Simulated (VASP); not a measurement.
# CdF2 in VASP: further runs

CdF2 is run at these levels: LDA, r2SCAN, BLYP, PBE; tasks: single point, relaxation of the atoms.

Program: VASP 6.6.1. These are calculated values, not measurements. Logs are shortened: lines on timing, memory, paths and dates and some standing lists are left out, and cuts for length are marked.

**1. The cell of the first run**

Symmetry: Fm-3m, No. 225, cubic system. The conventional cell has a = 5.315 Å, b = 5.315 Å, c = 5.315 Å, α = 90.00°, β = 90.00°, γ = 90.00°. Cd (site symmetry m-3m) has 8 F at 2.30 Å within 3.0 Å. F (site symmetry -43m) has 4 Cd at 2.30 Å and 6 F at 2.66 Å within 3.0 Å.

**2. Single point, LDA**

INCAR reads:

```
SYSTEM = CdF2
PREC = Accurate
ENCUT = 600
EDIFF = 1E-6
ISMEAR = -1
SIGMA = 0.05
LREAL = .FALSE.
LASPH = .TRUE.
NELM = 120
ALGO = Normal
ISIF = 2
LWAVE = .FALSE.
LCHARG = .FALSE.
NBANDS = 24
GGA_COMPAT = .FALSE.
```

KPOINTS reads:

```
regular mesh
0
G
  9 9 9
  0 0 0
```

POSCAR reads:

```
CdF2
1.0
    0.0000000000      2.6575901313      2.6575901313
    2.6575901313      0.0000000000      2.6575901313
    2.6575901313      2.6575901313      0.0000000000
Cd F
1 2
Direct
    0.0000000000      0.0000000000      0.0000000000
    0.7500000000      0.7500000000      0.7500000000
    0.2500000000      0.2500000000      0.2500000000
```

Potentials or basis: VASP PAW LDA potentials, release 64 (Cd_sv_GW, F).

Command:

```console
$ cat potpaw_LDA.64/Cd_sv_GW/POTCAR potpaw_LDA.64/F/POTCAR > POTCAR
$ mpirun -np 1 vasp_std > vasp.out
```

OUTCAR:

```text
SYSTEM = CdF2
   PREC = Accurate
   ENCUT = 600
   EDIFF = 1E-6
   ISMEAR = -1
   LREAL = .FALSE.
   LASPH = .TRUE.
   NELM = 120
   ISIF = 2

 ion  position               nearest neighbor table
   1  0.000  0.000  0.000-
   2  0.750  0.750  0.750-
   3  0.250  0.250  0.250-

  LATTYP: Found a face centered cubic cell.
 ALAT       =     5.3151802626

  Lattice vectors:

 A1 = (   0.0000000000,   2.6575901313,   2.6575901313)
 A2 = (   2.6575901313,   0.0000000000,   2.6575901313)
 A3 = (   2.6575901313,   2.6575901313,   0.0000000000)

Analysis of symmetry for initial positions (statically):
=====================================================================
 Subroutine PRICEL returns:
 Original cell was already a primitive cell.

 Routine SETGRP: Setting up the symmetry group for a
 face centered cubic supercell.

 Subroutine GETGRP returns: Found 48 space group operations
 (whereof 48 operations were pure point group operations)
 out of a pool of 48 trial point group operations.

The static configuration has the point symmetry O_h .

Analysis of symmetry for dynamics (positions and initial velocities):
=====================================================================
 Subroutine PRICEL returns:
 Original cell was already a primitive cell.

 Routine SETGRP: Setting up the symmetry group for a
 face centered cubic supercell.

 Subroutine GETGRP returns: Found 48 space group operations
 (whereof 48 operations were pure point group operations)
 out of a pool of 48 trial point group operations.

The dynamic configuration has the point symmetry O_h .

 Subroutine INISYM returns: Found 48 space group operations
 (whereof 48 operations are pure point group operations),
 and found     1 'primitive' translations

----------------------------------------------------------------------------------------

                                     Primitive cell

  volume of cell :      37.5400

  direct lattice vectors                    reciprocal lattice vectors
     0.000000000  2.657590131  2.657590131    -0.188140374  0.188140374  0.188140374
     2.657590131  0.000000000  2.657590131     0.188140374 -0.188140374  0.188140374
     2.657590131  2.657590131  0.000000000     0.188140374  0.188140374 -0.188140374

  length of vectors
     3.758400007  3.758400007  3.758400007     0.325868686  0.325868686  0.325868686

  position of ions in fractional coordinates (direct lattice)
     0.000000000  0.000000000  0.000000000
     0.750000000  0.750000000  0.750000000
     0.250000000  0.250000000  0.250000000

  ion indices of the primitive-cell ions
   primitive index   ion index
                 1           1
                 2           2
                 3           3

----------------------------------------------------------------------------------------

 KPOINTS: regular mesh

Automatic generation of k-mesh.
 Grid dimensions read from file:
 generate k-points for:    9    9    9

 Generating k-lattice:

  Cartesian coordinates                     Fractional coordinates (reciprocal lattice)
    -0.020904486  0.020904486  0.020904486     0.111111111  0.000000000  0.000000000
     0.020904486 -0.020904486  0.020904486     0.000000000  0.111111111  0.000000000
     0.020904486  0.020904486 -0.020904486     0.000000000  0.000000000  0.111111111

  Length of vectors
     0.036207632  0.036207632  0.036207632

  Shift w.r.t. Gamma in fractional coordinates (k-lattice)
     0.000000000  0.000000000  0.000000000

 Subroutine IBZKPT returns following result:
 ===========================================

 Found     35 irreducible k-points:

 Following reciprocal coordinates:
            Coordinates               Weight
  0.000000  0.000000  0.000000      1.000000
  0.111111  0.000000  0.000000      8.000000
  0.222222  0.000000  0.000000      8.000000
  0.333333  0.000000  0.000000      8.000000
  0.444444  0.000000  0.000000      8.000000
  0.111111  0.111111  0.000000      6.000000
[... 16 lines left out ...]
 -0.333333  0.333333  0.000000     12.000000
  0.444444  0.444444  0.000000      6.000000
 [... further k-points ...]
   k-points           NKPTS =     35   k-points in BZ     NKDIM =     35   number of bands    NBANDS=     24
   number of dos      NEDOS =    301   number of ions     NIONS =      3
   total plane-waves  NPLWV =  27000
   dimension x,y,z NGX =    30 NGY =   30 NGZ =   30
   dimension x,y,z NGXF=    60 NGYF=   60 NGZF=   60
   ions per type =               1   2
   NGX,Y,Z   is equivalent  to a cutoff of  13.27, 13.27, 13.27 a.u.
   NGXF,Y,Z  is equivalent  to a cutoff of  26.54, 26.54, 26.54 a.u.
 SYSTEM =  CdF2
   PREC   = accura    normal or accurate (medium, high low for compatibility)
   ISTART =      0    job   : 0-new  1-cont  2-samecut
   ICHARG =      2    charge: 1-file 2-atom 10-const
   ISPIN  =      1    spin polarized calculation?
   LNONCOLLINEAR =      F non collinear calculations
   LSORBIT =      F    spin-orbit coupling
   LASPH  =      T    aspherical Exc in radial PAW
   ENCUT  =  600.0 eV  44.10 Ry    6.64 a.u.   7.51  7.51  7.51*2*pi/ulx,y,z
   NELM   =    120;   NELMIN=  2; NELMDL= -5     # of ELM steps
   EDIFF  = 0.1E-05   stopping-criterion for ELM
   LREAL  =      F    real-space projection
   EDIFFG = 0.1E-04   stopping-criterion for IOM
   NSW    =      0    number of steps for IOM
   IBRION =     -1    ionic relax: 0-MD 1-quasi-New 2-CG
   NFREE  =      0    steps in history (QN), initial steepest desc. (CG)
   ISIF   =      2    stress and relaxation
   ISYM   =      2    0-nonsym 1-usesym 2-fastsym
   POTIM  = 0.5000    time-step for ionic-motion
   TEBEG  =    0.0;   TEEND  =   0.0 temperature during run
   PSTRESS=    0.0 pullay stress
   NELECT =      34.0000    total number of electrons
   NUPDOWN=      -1.0000    fix difference up-down
   EMIN   =  10.00;   EMAX   =-10.00  energy-range for DOS
   EFERMI =   0.00;   METHOD = LEGACY
   ISMEAR =    -1;   SIGMA  =   0.05  broadening in eV -4-tet -1-fermi 0-gaus
   EFERMI_NEDOS =   21; number of points for ismear=-14 and -15
   IALGO  =     38    algorithm
   IMIX   =      4    mixing-type and parameters
     AMIX     =   0.40;   BMIX     =  1.00
     AMIX_MAG =   1.60;   BMIX_MAG =  1.00
  volume/ion in A,a.u.               =      12.51        84.44
  Fermi-wavevector in a.u.,A,eV,Ry     =   1.583932  2.993197 34.134838  2.508840
  Thomas-Fermi vector in A             =   2.683627
   LORBIT       =      0    0 simple, 1 ext, 2 COOP (PROOUT), +10 PAW based schemes
   GGA     = CA    functional components
   LHFCALC =     F    Hartree Fock is set to
   AEXX    =    0.0000 exact exchange contribution
   IVDW    =     0    specifies the selected vdW correction
   LEPSILON=     F    determine dielectric tensor
   LRPA    =     F    only Hartree local field effects (RPA)
 non-spin polarized calculation
  energy-cutoff  :      600.00
  volume of cell :       37.54
 maximum number of plane-waves:      1279
 NGX is ok and might be reduce to    30
   NGX = 15   NGY = 15   NGZ = 15

 number of electron      34.0000016 magnetization

 Free energy of the ion-electron system (eV)
  ---------------------------------------------------
  ext. energy  EPLUGINS =         0.00000000
  ---------------------------------------------------
  free energy    TOTEN  =       -12.82021910 eV

  energy without entropy =      -12.82021910  energy(sigma->0) =      -12.82021910

 E-fermi :   1.8397     XC(G=0): -11.5231

 val. band max:        0.6116938619   @ k =  -0.3333   0.4444   0.2222
 cond. band min:       3.5984500638   @ k =   0.0000   0.0000   0.0000
 fundamental gap:      2.9867562019
 Fermi energy:         1.8396978865

 k-point     1 :       0.0000    0.0000    0.0000
  band No.  band energies     occupation
      1     -97.0413      2.00000
      2     -58.4636      2.00000
      3     -58.4636      2.00000
      4     -58.4636      2.00000
      5     -20.0472      2.00000
      6     -18.7462      2.00000
[... 16 lines left out ...]
     23      20.4677      0.00000
     24      20.4677      0.00000

 k-point     2 :       0.1111    0.0000    0.0000
  band No.  band energies     occupation
      1     -97.0413      2.00000
      2     -58.4642      2.00000
      3     -58.4637      2.00000
      4     -58.4637      2.00000
      5     -20.0005      2.00000
      6     -18.7882      2.00000
[... 16 lines left out ...]
     23      20.1268      0.00000
     24      20.1268      0.00000

 k-point     3 :       0.2222    0.0000    0.0000
  band No.  band energies     occupation
      1     -97.0413      2.00000
      2     -58.4651      2.00000
      3     -58.4639      2.00000
      4     -58.4639      2.00000
      5     -19.8711      2.00000
      6     -18.9033      2.00000
[... 16 lines left out ...]
     23      19.5132      0.00000
     24      20.1260      0.00000

 k-point     4 :       0.3333    0.0000    0.0000
  band No.  band energies     occupation
      1     -97.0413      2.00000
      2     -58.4663      2.00000
      3     -58.4642      2.00000
      4     -58.4642      2.00000
      5     -19.6868      2.00000
      6     -19.0676      2.00000
[... 16 lines left out ...]
     23      19.0211      0.00000
     24      19.8429      0.00000

 k-point     5 :       0.4444    0.0000    0.0000
  band No.  band energies     occupation
      1     -97.0412      2.00000
      2     -58.4667      2.00000
      3     -58.4642      2.00000
      4     -58.4642      2.00000
      5     -19.4842      2.00000
      6     -19.2548      2.00000
[... 451 lines left out ...]
 k-point    22 :      -0.4444    0.3333    0.0000
  band No.  band energies     occupation
      1     -97.0412      2.00000
      2     -58.4665      2.00000
      3     -58.4655      2.00000
      4     -58.4648      2.00000
      5     -19.4337      2.00000
      6     -19.2507      2.00000
[... 16 lines left out ...]
     23      21.0352      0.00000
     24      21.3615      0.00000

 k-point    23 :      -0.3333    0.3333    0.0000
  band No.  band energies     occupation
      1     -97.0412      2.00000
      2     -58.4659      2.00000
      3     -58.4658      2.00000
      4     -58.4645      2.00000
      5     -19.3596      2.00000
      6     -19.3333      2.00000
[... 16 lines left out ...]
     23      19.9651      0.00000
     24      22.0432      0.00000

 k-point    24 :       0.4444    0.4444    0.0000
  band No.  band energies     occupation
      1     -97.0412      2.00000
      2     -58.4670      2.00000
      3     -58.4650      2.00000
      4     -58.4650      2.00000
      5     -19.5044      2.00000
      6     -19.1727      2.00000
[... 16 lines left out ...]
     23      20.3331      0.00000
     24      21.2726      0.00000

 [... further k-points ...]

------------------------ aborting loop because EDIFF is reached ----------------------------------------

  FORCE on cell =-STRESS in cart. coord.  units (eV):
  Direction    XX          YY          ZZ          XY          YZ          ZX
  --------------------------------------------------------------------------------------
  -------------------------------------------------------------------------------------
  Total       -0.4226478     -0.4226478     -0.4226478     -0.0000000      0.0000000      0.0000000
  in kB      -18.0382848    -18.0382848    -18.0382848     -0.0000000      0.0000000      0.0000000
  external PRESSURE =     -18.0382848 kB  Pullay stress =       0.0000000 kB

 VOLUME and BASIS-vectors are now :
 -----------------------------------------------------------------------------
  energy-cutoff  :      600.00
  volume of cell :       37.54
      direct lattice vectors                 reciprocal lattice vectors
     0.000000000  2.657590131  2.657590131    -0.188140374  0.188140374  0.188140374
     2.657590131  0.000000000  2.657590131     0.188140374 -0.188140374  0.188140374
     2.657590131  2.657590131  0.000000000     0.188140374  0.188140374 -0.188140374

 POSITION                                       TOTAL-FORCE (eV/Angst)
 -----------------------------------------------------------------------------------
      0.00000      0.00000      0.00000        -0.000000     -0.000000     -0.000000
      3.98639      3.98639      3.98639         0.000000     -0.000000     -0.000000
      1.32880      1.32880      1.32880        -0.000000      0.000000      0.000000
 -----------------------------------------------------------------------------------
    total drift:                                0.000000     -0.000000     -0.000000

  FREE ENERGIE OF THE ION-ELECTRON SYSTEM (eV)
  ---------------------------------------------------
  free  energy   TOTEN  =       -12.8202190956 eV

  energy  without entropy=      -12.8202190956  energy(sigma->0) =      -12.82021910
```

Wall time 58 s (1 thread of Intel Xeon Platinum 8375C at 2.90GHz (Ice Lake), shared host); peak memory 0.18 GiB.

Results:

| Property | Result |
| --- | --- |
| Free energy | -12.8202 eV |
| Pressure | -1.8 GPa |
| Band gap on the k mesh | 2.99 eV (least direct gap 3.38 eV) |

Caveat: an odd mesh through Γ misses points on the zone boundary, where band edges can lie.

**3. Single point, r2SCAN**

This run uses another cell than the first one, of 13.82 Å³/atom.

POSCAR reads:

```
CdF2
1.0
    0.0000000000      2.7468369436      2.7468369436
    2.7468369436      0.0000000000      2.7468369436
    2.7468369436      2.7468369436      0.0000000000
Cd F
1 2
Direct
    0.0000000000      0.0000000000      0.0000000000
    0.7500000000      0.7500000000      0.7500000000
    0.2500000000      0.2500000000      0.2500000000
```

INCAR.step1 reads:

```
SYSTEM = CdF2
PREC = Accurate ; ENCUT = 660
ISMEAR = -1 ; SIGMA = 0.05
LREAL = .FALSE. ; LASPH = .TRUE.
NELM = 120 ; NBANDS = 24
GGA = PE ; ALGO = Normal
EDIFF = 1E-5 ; LWAVE = .TRUE.
LCHARG = .FALSE. ; GGA_COMPAT = .FALSE.
```

INCAR.step2 reads:

```
SYSTEM = CdF2
PREC = Accurate ; ENCUT = 660
EDIFF = 1E-6 ; ISMEAR = -1
SIGMA = 0.05 ; LREAL = .FALSE.
LASPH = .TRUE. ; NELM = 120
ALGO = Normal ; ISIF = 2
LWAVE = .FALSE. ; LCHARG = .FALSE.
METAGGA = R2SCAN ; LMIXTAU = .TRUE.
NBANDS = 24 ; ISTART = 1
GGA_COMPAT = .FALSE.
```

KPOINTS reads:

```
Automatic mesh
0
G
  9 9 9
  0 0 0
```

Potentials or basis: VASP PAW PBE potentials, release 64 (Cd_sv_GW, F).

Command:

```console
$ cat potpaw_PBE.64/Cd_sv_GW/POTCAR potpaw_PBE.64/F/POTCAR > POTCAR
$ cp INCAR.step1 INCAR
$ mpirun -np 1 vasp_std > vasp.out
$ cp INCAR.step2 INCAR
$ mpirun -np 1 vasp_std > vasp.out
```

It took 85 s on 1 thread of Intel Xeon 6975P-C (Granite Rapids), shared host; peak memory 0.25 GiB.

It converged, with:

```
Free energy            : -33.8004 eV
Pressure               : -6.2 GPa
Band gap on the k mesh : 3.60 eV (least direct gap 4.16 eV)
```

Levels at points of the mesh, in eV from the valence-band top:
```csv
k point,band 14,band 15,band 16,band 17,band 18,band 19,band 20,band 21
"(0.00, 0.00, 0.00)",-0.82,-0.56,-0.56,-0.56,3.60,13.34,13.34,13.34
```

Caveat: the cell stands under tension; the PAW data sets were made with another functional, which shifts forces and pressure a little; an odd mesh through Γ misses points on the zone boundary, where band edges can lie.

**4. Single point, BLYP**

This run uses another cell than the first one, of 14.11 Å³/atom.

INCAR reads:

```
  PREC = Accurate
  ENCUT = 600
  EDIFF = 1E-6
  ISMEAR = -1
  SIGMA = 0.05
  LREAL = F
  LASPH = T
  NELM = 120
  ALGO = Normal
  ISIF = 2
  LWAVE = F
  LCHARG = F
  GGA = B5
  ALDAX = 1.0
  AGGAX = 1.0
  AGGAC = 1.0
  ALDAC = 0.0
  NBANDS = 24
  GGA_COMPAT = F
```

KPOINTS reads:

```
Automatic mesh
0
Gamma
  9 9 9
```

POSCAR reads:

```
CdF2
1.0
    0.0000000000      2.7662185923      2.7662185923
    2.7662185923      0.0000000000      2.7662185923
    2.7662185923      2.7662185923      0.0000000000
Cd F
1 2
Direct
    0.0000000000      0.0000000000      0.0000000000
    0.7500000000      0.7500000000      0.7500000000
    0.2500000000      0.2500000000      0.2500000000
```

Command:

```console
$ cat potpaw_PBE.64/Cd_sv_GW/POTCAR potpaw_PBE.64/F/POTCAR > POTCAR
$ mpirun -np 1 vasp_std > vasp.out
```

Wall time 83 s (1 thread of Intel Xeon Platinum 8259CL at 2.50GHz (Skylake/Cascade Lake), shared host); peak memory 0.2 GiB.

The run converged. Its results:

```yaml
Free_energy: -10.4773 eV
Pressure: -0.6 GPa
Band_gap_on_the_k_mesh: 2.89 eV (least direct gap 3.43 eV)
```

Levels at points of the mesh, in eV from the valence-band top:
```
           k point  band 15  band 16  band 17  band 18  band 19  band 20
(0.00, 0.00, 0.00)    -0.54    -0.54    -0.54     2.89    12.36    12.36
```

Caveat: the PAW data sets were made with another functional, which shifts forces and pressure a little; an odd mesh through Γ misses points on the zone boundary, where band edges can lie.

(Part 1 of 2 ends here.)
